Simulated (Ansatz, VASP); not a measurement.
**SnSe in VASP and in Ansatz**

```
Sn Se
1.0
     0.00000    3.01000    3.07020
     3.01000    0.00000    3.07020
     3.01000    3.01000    0.00000
Sn Se
1 1
Direct
  0.00000 0.00000 0.00000
  0.50000 0.50000 0.50000
```

Change from the starting cell: strain +0.0200 x Voigt [0, 0, 1, 0, 0, 0], atoms carried along.

Alike in both runs: task single point; functional r2SCAN; k mesh 10 × 10 × 10; occupations gaussian, width 0.05 eV; no spin polarisation.

|  | VASP | Ansatz |
| --- | --- | --- |
| version | VASP 6.6.1 | Ansatz 0.2.0 |
| potentials or method | VASP PAW PBE potentials, release 64 (Sn_d, Se), cutoff 520 eV | scalar-relativistic, plane waves, PAW |
| valence electrons in the cell | 20 | 30 |

Ansatz gave:

* gap on the k mesh at the Fermi level (eV): 0.38
* least direct gap on the mesh (eV): 0.38
* pressure (GPa): -1.0
* traceless stress, the component that is largest in VASP (GPa): -1.42

What did VASP give for the same quantities?

gap on the k mesh at the Fermi level (eV): 0.38; least direct gap on the mesh (eV): 0.38; pressure (GPa): -1.0; traceless stress, the component that is largest in VASP (GPa): -1.43.

VASP's potentials were made for PBE, not for r2SCAN. VASP's potentials hold 20 valence electrons a cell and Ansatz's 30, so a difference there can come from the potentials and not from the codes.
